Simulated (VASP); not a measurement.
Here is a VASP 6.6.1 calculation.

The input INCAR:

```
SYSTEM = CuO
PREC = Accurate
ENCUT = 600
EDIFF = 1E-7
ISMEAR = 0
SIGMA = 0.1
LREAL = .False.
LASPH = .True.
NELM = 120
ALGO = Normal
ISIF = 3
LWAVE = .False.
LCHARG = .False.
GGA = LIBXC
LIBXC1 = GGA_X_PBE_R
LIBXC2 = GGA_C_LYP
IBRION = 2
NSW = 80
EDIFFG = -0.001
PSTRESS = 50.0
GGA_COMPAT = .False.
NELMIN = 4
```

Contents of KPOINTS:

```
Automatic mesh
0
Gamma
  12 12 7
  0.5 0.5 0.5
```

POSCAR

```
CuO
1.0
    2.3418500000     -1.7113000000      0.0000000000
    2.3418500000      1.7113000000      0.0000000000
   -0.8500270000      0.0000000000      5.0578690000
Cu O
2 2
Direct
    0.0000000000      0.5000000000      0.0000000000
    0.5000000000      0.0000000000      0.5000000000
    0.5816000000      0.4184000000      0.2500000000
    0.4184000000      0.5816000000      0.7500000000
```

Potentials or basis: VASP PAW PBE potentials, release 64 (Cu, O).

Command:

```sh
$ cat potpaw_PBE.64/Cu/POTCAR potpaw_PBE.64/O/POTCAR > POTCAR
$ mpirun -np 1 vasp_std > vasp.out
```

**Question.** Predict the space group after relaxing (to 0.1 Å).

**Answer.** Cccm (No. 66).

**Question.** Predict the band gap on the k mesh.

**Answer.** Zero (bands 17 and 18 overlap by 1.01 eV).

Step by step:
```
step  energy change (eV)  largest force (eV/Å)  pressure (GPa)  volume (Å³)
   1              0.0000                0.1297           17.56        40.54
   3             -0.1997                0.3000            4.93        43.46
   5             -0.2701                0.1235            5.20        44.21
   7             -0.2924                0.0138            5.52        44.65
   9             -0.3737                0.0406            3.72        45.80
  11             -0.4566                0.0452            1.89        47.09
  13             -0.4112                0.0079            7.02        45.44
  15             -0.4491                0.0200            4.73        46.17
  17             -0.4479                0.0398            4.89        45.99
  19             -0.4427                0.0303            5.67        45.77
  21             -0.4417                0.0280            5.81        45.73
  23             -0.4481                0.0234            5.36        45.89
  25             -0.4531                0.0193            4.91        46.03
  27             -0.4530                0.0177            4.91        46.03
  29             -0.4504                0.0070            5.23        45.94
  31             -0.4514                0.0081            5.13        45.97
  33             -0.4545                0.0015            4.74        46.07
  35             -0.4531                0.0026            4.92        46.02
  37             -0.4513                0.0031            5.16        45.96
  39             -0.4527                0.0011            4.99        46.00
  41             -0.4534                0.0000            4.90        46.03
  43             -0.4530                0.0010            4.98        46.01
  45             -0.4516                0.0141            5.14        45.97
  47             -0.4526                0.0083            5.04        46.00
  49             -0.4530                0.0091            4.99        46.01
  51             -0.4535                0.0011            4.97        46.02
  53             -0.4532                0.0005            4.96        46.01
  55             -0.4526                0.0011            5.01        46.00
  57             -0.4527                0.0007            5.06        46.00
  59             -0.4531                0.0000            4.96        46.01
  61             -0.4530                0.0002            4.99        46.01
  63             -0.4530                0.0009            4.99        46.01
  65             -0.4530                0.0015            5.00        46.01
  67             -0.4529                0.0009            5.02        46.01
  69             -0.4530                0.0007            5.00        46.01
```

Caveat: the cell is relaxed towards a set pressure, so the run minimises the enthalpy, not the energy; the PAW data sets were made with another functional, which shifts forces and pressure a little; semilocal functionals often make such compounds metallic where correlation or magnetic order opens a gap, which also shifts bond lengths. Zero-point motion and thermal expansion aren't in these numbers.
